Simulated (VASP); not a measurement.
**KTaO3: single point with PBEsol**

KTaO3:

```
CELL_PARAMETERS angstrom
3.79392 0.00000 0.00000
0.00000 3.79392 0.00000
0.00000 0.00000 4.28030
ATOMIC_POSITIONS crystal
K 0.50000 0.50000 0.50000
Ta 0.00000 0.00000 0.00000
O 0.50000 0.00000 0.00000
O 0.00000 0.50000 0.00000
O 0.00000 0.00000 0.50000
```

```json
{
 "Program": "VASP 6.6.1",
 "Task": "single point",
 "Functional": "PBEsol",
 "Potentials or basis": "VASP PAW PBE potentials, release 64 (K_sv, Ta_pv, O)",
 "Cutoff": "520 eV",
 "k mesh": "8 × 8 × 8",
 "Occupations": "gaussian, width 0.05 eV",
 "Spin": "no spin polarisation"
}
```

```yaml
Pressure: 12.6 GPa
Band_gap_on_the_k_mesh: 1.96 eV (least direct gap 2.36 eV)
```

Stress tensor (GPa, compression positive):
```
 27.83   0.00   0.00
  0.00  27.83   0.00
  0.00   0.00 -17.73
```

Levels at points of the mesh, in eV from the valence-band top:
```tsv
k point	band 17	band 18	band 19	band 20	band 21	band 22
(0.00, 0.00, 0.00)	-0.75	-0.40	-0.40	1.96	1.96	2.11
(0.50, 0.00, 0.00)	-1.42	-0.96	-0.70	2.20	5.62	5.62
(0.50, 0.50, 0.00)	-0.81	-0.81	-0.25	5.67	5.67	6.00
(0.00, 0.00, 0.50)	-1.59	-1.05	-1.05	2.20	4.10	4.10
(0.50, 0.00, 0.50)	-2.03	-1.64	-0.21	4.16	5.63	6.30
(0.50, 0.50, 0.50)	-0.24	0.00	0.00	6.47	6.47	7.40
```

Wall time 40 s on 1 thread of Intel(R) Xeon(R) 6975P-C (Granite Rapids), on a shared host, peak memory 0.25 GiB.

Caveat: the cell stands under pressure; the PAW data sets were made with another functional, which shifts forces and pressure a little; spin-orbit coupling is left out, which moves the levels of the heavy elements. A k mesh can miss the band edges.
